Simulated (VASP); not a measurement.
**PBr: single point with r2SCAN**

Crystal: PBr.

```
Br P
1.0
     4.93856    0.00000    0.00000
    -2.06239    5.19450    0.00000
    -0.69678   -0.65377    6.23326
Br P
2 2
Direct
  0.66580 0.85501 0.24276
  0.33420 0.14499 0.75724
  0.64072 0.49976 0.63187
  0.35928 0.50024 0.36813
```

```yaml
Program: VASP 6.6.1
Task: single point
Functional: r2SCAN
Potentials_or_basis: VASP PAW PBE potentials, release 64 (Br, P)
Cutoff: 520 eV
k_mesh: 4 × 3 × 3
Occupations: fermi-dirac, width 0.05 eV
Spin: no spin polarisation
```

```json
{"Pressure": "-0.9 GPa", "Largest force": "0.427 eV/Å", "Band gap on the k mesh": "1.81 eV, direct"}
```

Forces in eV/Å, atoms in the order of the input:
```
Br  -0.077 -0.236  0.046
Br   0.077  0.236 -0.046
P   -0.292 -0.177 -0.256
P    0.292  0.177  0.256
```

Stress tensor (GPa, compression positive):
```
-0.83 -0.24 -0.15
-0.24 -0.84  0.27
-0.15  0.27 -0.88
```

Levels at points of the mesh, in eV from the valence-band top:
```csv
k point,band 9,band 10,band 11,band 12,band 13,band 14,band 15,band 16
"(0.00, 0.00, 0.00)",-2.21,-1.41,-1.08,-0.49,2.21,3.64,5.15,6.15
"(0.50, 0.00, 0.00)",-2.27,-1.58,-0.84,-0.19,2.60,3.10,4.02,5.21
```

Run time: 4.5 min on 1 thread of Intel Xeon 8259CL, on a shared host, peak memory 0.32 GiB.

Caveat: the PAW data sets were made with another functional, which shifts forces and pressure a little. r2SCAN opens gaps a little over a GGA but as a rule still falls short of measured ones.
